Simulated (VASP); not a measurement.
# C (Fmmm) in VASP: notebook

The runs below take C through single point, with r2SCAN.

Program: VASP 6.6.1. These are calculated values, not measurements. Logs are shortened: lines on timing, memory, paths and dates and some standing lists are left out, and cuts for length are marked.

## (1) The cell of the first run

The structure is orthorhombic, space group Fmmm (No. 69). Conventional cell: a = 2.419 Å, b = 4.190 Å, c = 7.124 Å, α = 90.00°, β = 90.00°, γ = 90.00°. C (site symmetry m2m) has 3 C at 1.40 Å within 1.9 Å.

## (2) Single point, r2SCAN (strain -0.015 along x and y, +0.000 along z)

POSCAR

```
C
1.0
    0.0000000000      2.0948551915      3.5617636613
    1.2095023860      0.0000000000      3.5617636613
    1.2095023860      2.0948551915      0.0000000000
C
2
Direct
    0.1667039277      0.8332960723      0.1667039277
    0.8332960723      0.1667039277      0.8332960723
```

INCAR.step1

```
SYSTEM = C
PREC     = Accurate       ! precision mode
ENCUT    = 520            ! plane-wave cutoff, eV
ISMEAR   = 0              ! smearing method
SIGMA    = 0.05           ! smearing width, eV
LREAL    = .FALSE.        ! projectors in reciprocal space
LASPH    = .TRUE.         ! aspherical terms in the spheres
NELM     = 100            ! most SCF steps
NBANDS   = 11             ! bands
GGA      = PE             ! functional
ALGO     = Normal         ! electronic algorithm
EDIFF    = 1E-4           ! SCF threshold, eV
LWAVE    = .TRUE.         ! write WAVECAR
LCHARG   = .FALSE.        ! write CHGCAR
```

INCAR.step2

```
SYSTEM = C
PREC     = Accurate       ! precision mode
ENCUT    = 520            ! plane-wave cutoff, eV
EDIFF    = 1E-6           ! SCF threshold, eV
ISMEAR   = 0              ! smearing method
SIGMA    = 0.05           ! smearing width, eV
LREAL    = .FALSE.        ! projectors in reciprocal space
LASPH    = .TRUE.         ! aspherical terms in the spheres
NELM     = 100            ! most SCF steps
ALGO     = Normal         ! electronic algorithm
ISIF     = 2              ! what is computed and relaxed
LWAVE    = .FALSE.        ! write WAVECAR
LCHARG   = .TRUE.         ! write CHGCAR
METAGGA  = R2SCAN         ! meta-GGA
LMIXTAU  = .TRUE.       
LELF     = .TRUE.         ! ELF
LVHAR    = .TRUE.       
NBANDS   = 11             ! bands
ISTART   = 1
```

KPOINTS

```
regular mesh
0
G
  14 14 14
  0 0 0
```

Potentials or basis: VASP PAW PBE potentials, release 64 (C).

Command:

```sh
$ cat potpaw_PBE.64/C/POTCAR > POTCAR
$ cp INCAR.step1 INCAR
$ mpirun -np 1 vasp_std > vasp.out
$ cp INCAR.step2 INCAR
$ mpirun -np 1 vasp_std > vasp.out
```

OUTCAR:

```text
SYSTEM = C
   PREC = Accurate
   ENCUT = 520
   EDIFF = 1E-6
   ISMEAR = 0
   LREAL = .FALSE.
   LASPH = .TRUE.
   NELM = 100
   ISIF = 2
   METAGGA = R2SCAN
   ISTART = 1

 ion  position               nearest neighbor table
   1  0.167  0.833  0.167-   2 1.40   2 1.40   2 1.40
   2  0.833  0.167  0.833-   1 1.40   1 1.40   1 1.40

  LATTYP: Found a face centered orthorhombic cell.
 ALAT       =     2.4190047720
 B/A-ratio  =     1.7319975684
 C/A-ratio  =     2.9448173915

  Lattice vectors:

 A1 = (   0.0000000000,   2.0948551915,   3.5617636613)
 A2 = (   1.2095023860,   0.0000000000,   3.5617636613)
 A3 = (   1.2095023860,   2.0948551915,   0.0000000000)

Analysis of symmetry for initial positions (statically):
=====================================================================
 Subroutine PRICEL returns:
 Original cell was already a primitive cell.

 Routine SETGRP: Setting up the symmetry group for a
 face centered orthorhombic supercell.

 Subroutine GETGRP returns: Found  8 space group operations
 (whereof  8 operations were pure point group operations)
 out of a pool of  8 trial point group operations.

The static configuration has the point symmetry D_2h.

Analysis of symmetry for dynamics (positions and initial velocities):
=====================================================================
 Subroutine PRICEL returns:
 Original cell was already a primitive cell.

 Routine SETGRP: Setting up the symmetry group for a
 face centered orthorhombic supercell.

 Subroutine GETGRP returns: Found  8 space group operations
 (whereof  8 operations were pure point group operations)
 out of a pool of  8 trial point group operations.

The dynamic configuration has the point symmetry D_2h.

 Subroutine INISYM returns: Found  8 space group operations
 (whereof  8 operations are pure point group operations),
 and found     1 'primitive' translations

----------------------------------------------------------------------------------------

                                     Primitive cell

  volume of cell :      18.0491

  direct lattice vectors                    reciprocal lattice vectors
     0.000000000  2.094855192  3.561763661    -0.413393149  0.238679982  0.140379893
     1.209502386  0.000000000  3.561763661     0.413393149 -0.238679982  0.140379893
     1.209502386  2.094855192  0.000000000     0.413393149  0.238679982 -0.140379893

  length of vectors
     4.132139718  3.761523149  2.418949006     0.497562603  0.497562603  0.497562603

  position of ions in fractional coordinates (direct lattice)
     0.166703928  0.833296072  0.166703928
     0.833296072  0.166703928  0.833296072

  ion indices of the primitive-cell ions
   primitive index   ion index
                 1           1
                 2           2

----------------------------------------------------------------------------------------

 KPOINTS: regular mesh

Automatic generation of k-mesh.
 Grid dimensions read from file:
 generate k-points for:   14   14   14

 Generating k-lattice:

  Cartesian coordinates                     Fractional coordinates (reciprocal lattice)
    -0.029528082  0.017048570  0.010027135     0.071428571  0.000000000  0.000000000
     0.029528082 -0.017048570  0.010027135     0.000000000  0.071428571  0.000000000
     0.029528082  0.017048570 -0.010027135    -0.000000000 -0.000000000  0.071428571

  Length of vectors
     0.035540186  0.035540186  0.035540186

  Shift w.r.t. Gamma in fractional coordinates (k-lattice)
     0.000000000  0.000000000  0.000000000

 Subroutine IBZKPT returns following result:
 ===========================================

 Found    428 irreducible k-points:

 Following reciprocal coordinates:
            Coordinates               Weight
  0.000000  0.000000  0.000000      1.000000
  0.071429 -0.000000 -0.000000      8.000000
  0.142857 -0.000000  0.000000      8.000000
  0.214286 -0.000000  0.000000      8.000000
  0.285714 -0.000000 -0.000000      8.000000
  0.357143  0.000000 -0.000000      8.000000
[... 16 lines left out ...]
  0.214286  0.142857 -0.000000      8.000000
  0.285714  0.142857 -0.000000      8.000000
 [... further k-points ...]
   k-points           NKPTS =    428   k-points in BZ     NKDIM =    428   number of bands    NBANDS=     11
   number of dos      NEDOS =    301   number of ions     NIONS =      2
   total plane-waves  NPLWV =  16128
   dimension x,y,z NGX =    32 NGY =   28 NGZ =   18
   dimension x,y,z NGXF=    64 NGYF=   56 NGZF=   36
   ions per type =               2
   NGX,Y,Z   is equivalent  to a cutoff of  12.87, 12.38, 12.37 a.u.
   NGXF,Y,Z  is equivalent  to a cutoff of  25.75, 24.75, 24.74 a.u.
 SYSTEM =  C
   PREC   = accura    normal or accurate (medium, high low for compatibility)
   ISTART =      1    job   : 0-new  1-cont  2-samecut
   ICHARG =      0    charge: 1-file 2-atom 10-const
   ISPIN  =      1    spin polarized calculation?
   LNONCOLLINEAR =      F non collinear calculations
   LSORBIT =      F    spin-orbit coupling
   LASPH  =      T    aspherical Exc in radial PAW
   ENCUT  =  520.0 eV  38.22 Ry    6.18 a.u.   7.68  6.99  4.50*2*pi/ulx,y,z
   NELM   =    100;   NELMIN=  2; NELMDL=  0     # of ELM steps
   EDIFF  = 0.1E-05   stopping-criterion for ELM
   LREAL  =      F    real-space projection
   EDIFFG = 0.1E-04   stopping-criterion for IOM
   NSW    =      0    number of steps for IOM
   IBRION =     -1    ionic relax: 0-MD 1-quasi-New 2-CG
   NFREE  =      0    steps in history (QN), initial steepest desc. (CG)
   ISIF   =      2    stress and relaxation
   ISYM   =      2    0-nonsym 1-usesym 2-fastsym
   POTIM  = 0.5000    time-step for ionic-motion
   TEBEG  =    0.0;   TEEND  =   0.0 temperature during run
   PSTRESS=    0.0 pullay stress
   NELECT =       8.0000    total number of electrons
   NUPDOWN=      -1.0000    fix difference up-down
   EMIN   =  10.00;   EMAX   =-10.00  energy-range for DOS
   EFERMI =   0.00;   METHOD = LEGACY
   ISMEAR =     0;   SIGMA  =   0.05  broadening in eV -4-tet -1-fermi 0-gaus
   EFERMI_NEDOS =   21; number of points for ismear=-14 and -15
   IALGO  =     38    algorithm
   IMIX   =      4    mixing-type and parameters
     AMIX     =   0.40;   BMIX     =  1.00
     AMIX_MAG =   1.60;   BMIX_MAG =  1.00
  volume/ion in A,a.u.               =       9.02        60.90
  Fermi-wavevector in a.u.,A,eV,Ry     =   1.248206  2.358767 21.198120  1.558018
  Thomas-Fermi vector in A             =   2.382303
   LORBIT       =      0    0 simple, 1 ext, 2 COOP (PROOUT), +10 PAW based schemes
   METAGGA = R2SCAN    functional components
   LHFCALC =     F    Hartree Fock is set to
   AEXX    =    0.0000 exact exchange contribution
   IVDW    =     0    specifies the selected vdW correction
   LEPSILON=     F    determine dielectric tensor
   LRPA    =     F    only Hartree local field effects (RPA)
 non-spin polarized calculation
 Gauss-broadening in eV      SIGMA  =   0.05
  energy-cutoff  :      520.00
  volume of cell :       18.05
 maximum number of plane-waves:       503
   NGX = 15   NGY = 13   NGZ =  9

 number of electron       8.0000000 magnetization

 Free energy of the ion-electron system (eV)
  ---------------------------------------------------
  ext. energy  EPLUGINS =         0.00000000
  ---------------------------------------------------
  free energy    TOTEN  =       -19.83803365 eV

  energy without entropy =      -19.83803365  energy(sigma->0) =      -19.83803365

 E-fermi :   4.4918     XC(G=0): -10.8118

 val. band max:        4.2818149866   @ k =   0.5000  -0.1429   0.3571
 cond. band min:       4.9862973131   @ k =  -0.0714   0.2857   0.2857
 fundamental gap:      0.7044823265
 Fermi energy:         4.4917500541

 k-point     1 :       0.0000    0.0000    0.0000
  band No.  band energies     occupation
      1     -16.8675      2.00000
      2      -3.2384      2.00000
      3       1.2592      2.00000
      4       1.2620      2.00000
      5       8.1975      0.00000
      6      13.4704      0.00000
      7      13.5226      0.00000
      8      17.5345      0.00000
      9      18.8661      0.00000
     10      29.0680      0.00000
     11      29.3251      0.00000

 k-point     2 :       0.0714   -0.0000   -0.0000
  band No.  band energies     occupation
      1     -16.7330      2.00000
      2      -3.1050      2.00000
      3       0.7301      2.00000
      4       0.9739      2.00000
      5       8.4116      0.00000
      6      13.5904      0.00000
      7      14.0643      0.00000
      8      17.0097      0.00000
      9      19.1013      0.00000
     10      28.8401      0.00000
     11      29.5086      0.00000

 k-point     3 :       0.1429   -0.0000    0.0000
  band No.  band energies     occupation
      1     -16.3308      2.00000
      2      -2.7052      2.00000
      3      -0.6597      2.00000
      4       0.2678      2.00000
      5       9.0505      0.00000
      6      13.6536      0.00000
      7      15.5782      0.00000
      8      15.6434      0.00000
      9      19.8598      0.00000
     10      27.2720      0.00000
     11      30.6124      0.00000

 k-point     4 :       0.2143   -0.0000    0.0000
  band No.  band energies     occupation
      1     -15.6651      2.00000
      2      -2.5282      2.00000
      3      -2.0413      2.00000
      4      -0.5815      2.00000
      5      10.0957      0.00000
      6      13.5198      0.00000
      7      13.5836      0.00000
      8      17.8942      0.00000
      9      21.0675      0.00000
     10      25.3714      0.00000
     11      30.1918      0.00000
[... 239 lines left out ...]
 k-point    22 :       0.1429    0.1429    0.0000
  band No.  band energies     occupation
      1     -16.8349      2.00000
      2      -3.5508      2.00000
      3       1.2586      2.00000
      4       1.2604      2.00000
      5       9.0186      0.00000
      6      13.4743      0.00000
      7      13.5115      0.00000
      8      17.5513      0.00000
      9      18.8485      0.00000
     10      27.7245      0.00000
     11      29.0137      0.00000

 k-point    23 :       0.2143    0.1429   -0.0000
  band No.  band energies     occupation
      1     -16.6864      2.00000
      2      -3.5420      2.00000
      3       0.7253      2.00000
      4       0.9739      2.00000
      5       9.6041      0.00000
      6      13.5816      0.00000
      7      14.0631      0.00000
      8      17.0469      0.00000
      9      19.0697      0.00000
     10      26.9208      0.00000
     11      29.3834      0.00000

 k-point    24 :       0.2857    0.1429   -0.0000
  band No.  band energies     occupation
      1     -16.2734      2.00000
      2      -3.2299      2.00000
      3      -0.6702      2.00000
      4       0.2678      2.00000
      5      10.5581      0.00000
      6      13.6470      0.00000
      7      15.6115      0.00000
      8      15.7023      0.00000
      9      19.7876      0.00000
     10      25.9932      0.00000
     11      29.9920      0.00000

 [... further k-points ...]
[... 5 lines left out ...]
  --------------------------------------------------------------------------------------
  -------------------------------------------------------------------------------------
  Total        2.3234340      2.3209483     -0.0214033      0.0000000      0.0000000      0.0000000
  in kB      206.2457929    206.0251355     -1.8999227      0.0000000      0.0000000      0.0000000
  external PRESSURE =     136.7903353 kB  Pullay stress =       0.0000000 kB

 VOLUME and BASIS-vectors are now :
 -----------------------------------------------------------------------------
  energy-cutoff  :      520.00
  volume of cell :       18.05
      direct lattice vectors                 reciprocal lattice vectors
     0.000000000  2.094855192  3.561763661    -0.413393149  0.238679982  0.140379893
     1.209502386  0.000000000  3.561763661     0.413393149 -0.238679982  0.140379893
     1.209502386  2.094855192  0.000000000     0.413393149  0.238679982 -0.140379893

 POSITION                                       TOTAL-FORCE (eV/Angst)
 -----------------------------------------------------------------------------------
      1.20950      0.69844      3.56176         0.000000     -0.002664      0.000000
      1.20950      3.49127      3.56176         0.000000      0.002664      0.000000
 -----------------------------------------------------------------------------------
    total drift:                               -0.000000     -0.000000      0.000000

  FREE ENERGIE OF THE ION-ELECTRON SYSTEM (eV)
  ---------------------------------------------------
  free  energy   TOTEN  =       -19.8380336543 eV

  energy  without entropy=      -19.8380336543  energy(sigma->0) =      -19.83803365
```

Wall time 5.3 min (1 thread of Intel Xeon 8259CL, shared host); peak memory 0.19 GiB.

Results:

| Property | Result |
| --- | --- |
| Free energy | -19.8380 eV |
| Pressure | 13.7 GPa |

Forces on the atoms (eV/Å):
```
C    0.000 -0.003  0.000
C    0.000  0.003  0.000
```

Stress tensor (GPa, compression positive):
```
20.62  0.00  0.00
 0.00 20.60  0.00
 0.00  0.00 -0.19
```

Caveat: the cell differs from its parent crystal (strain -0.015 along x and y, +0.000 along z); the cell stands under pressure; the PAW data sets were made with another functional, which shifts forces and pressure a little.

## (3) Single point, r2SCAN (strain +0.000 along x and y, -0.015 along z)

POSCAR

```
C
1.0
    0.0000000000      2.1267565396      3.5083372064
    1.2279212041      0.0000000000      3.5083372064
    1.2279212041      2.1267565396      0.0000000000
C
2
Direct
    0.1667039277      0.8332960723      0.1667039277
    0.8332960723      0.1667039277      0.8332960723
```

INCAR.step1

```
PREC = Accurate ; ENCUT = 520
ISMEAR = 0 ; SIGMA = 0.05
LREAL = F ; LASPH = T
NELM = 60 ; NBANDS = 11
GGA = PE ; ALGO = Normal
EDIFF = 1E-4 ; LWAVE = T
LCHARG = F
```

INCAR.step2

```
PREC = Accurate ; ENCUT = 520
EDIFF = 1E-6 ; ISMEAR = 0
SIGMA = 0.05 ; LREAL = F
LASPH = T ; NELM = 60
ALGO = Normal ; ISIF = 2
LWAVE = F ; LCHARG = F
METAGGA = R2SCAN ; LMIXTAU = T
NBANDS = 11 ; ISTART = 1
```

KPOINTS

```
Automatic mesh
0
Gamma
  14 14 14
```

Potentials or basis: VASP PAW PBE potentials, release 64 (C).

Command:

```sh
$ cat potpaw_PBE.64/C/POTCAR > POTCAR
$ cp INCAR.step1 INCAR
$ mpirun -np 1 vasp_std > vasp.out
$ cp INCAR.step2 INCAR
$ mpirun -np 1 vasp_std > vasp.out
```

It took 5.9 min on 1 thread of Intel Xeon 8259CL, shared host; peak memory 0.19 GiB.

It converged, with:

```yaml
Free_energy: -19.8747 eV
Pressure: 0.7 GPa
```

Forces in eV/Å, atoms in the order of the input:
```
C    0.000  0.003  0.000
C    0.000 -0.003  0.000
```

Stress tensor (GPa, compression positive):
```
0.99 0.00 0.00
0.00 0.98 0.00
0.00 0.00 0.27
```

Caveat: the cell differs from its parent crystal (strain +0.000 along x and y, -0.015 along z); the PAW data sets were made with another functional, which shifts forces and pressure a little.
